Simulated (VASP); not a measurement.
Runs of VASP 6.6.1 on Ge. The structure is that of space group P-6m2 (No. 187), or close to it. The cells are those of the table. 

```tsv
cell	gap on the mesh (eV)	pressure (GPa)	largest force (eV/Å)
a = 4.004, b = 4.004, c = 13.895 Å, angles 90.0, 90.0, 60.0°, 8 atoms	none	-1.2	1.11
a = 4.004, b = 4.004, c = 13.645 Å, angles 90.0, 90.0, 60.0°, 8 atoms	none	-1.1	1.17
a = 4.004, b = 4.004, c = 14.145 Å, angles 90.0, 90.0, 60.0°, 8 atoms	none	-0.9	0.93
a = 4.004, b = 4.004, c = 14.645 Å, angles 90.0, 90.0, 60.0°, 8 atoms	none	-0.5	0.56
a = 4.004, b = 4.004, c = 19.145 Å, angles 90.0, 90.0, 60.0°, 8 atoms	none	-	(a)
a = 4.004, b = 4.004, c = 15.145 Å, angles 90.0, 90.0, 60.0°, 8 atoms	none	(c)	(b)
a = 4.004, b = 4.004, c = 16.145 Å, angles 90.0, 90.0, 60.0°, 8 atoms	none	(d)	0.32
a = 4.004, b = 4.004, c = 12.845 Å, angles 90.0, 90.0, 60.0°, 8 atoms	none	2.5	3.56
a = 4.004, b = 4.004, c = 17.645 Å, angles 90.0, 90.0, 60.0°, 8 atoms	none	0.3	0.32
```

Alike in all rows: task single point; level PBEsol; potentials or basis VASP PAW PBE potentials, release 64 (Ge_d); no spin polarisation; k mesh 11 × 11 × 3; cutoff (eV) 520; smearing gaussian 0.15 eV.

Task: Estimate the missing entries.

Result: (a) 0.31; (b) 0.35; (c) -0.2; (d) 0.2.

Caveats: the PAW data sets were made with another functional, which shifts forces and pressure a little.

A k mesh can miss the band edges, and the runs leave out spin-orbit coupling on Ge.

A gap of «none» marks levels without a gap at the run's occupations.
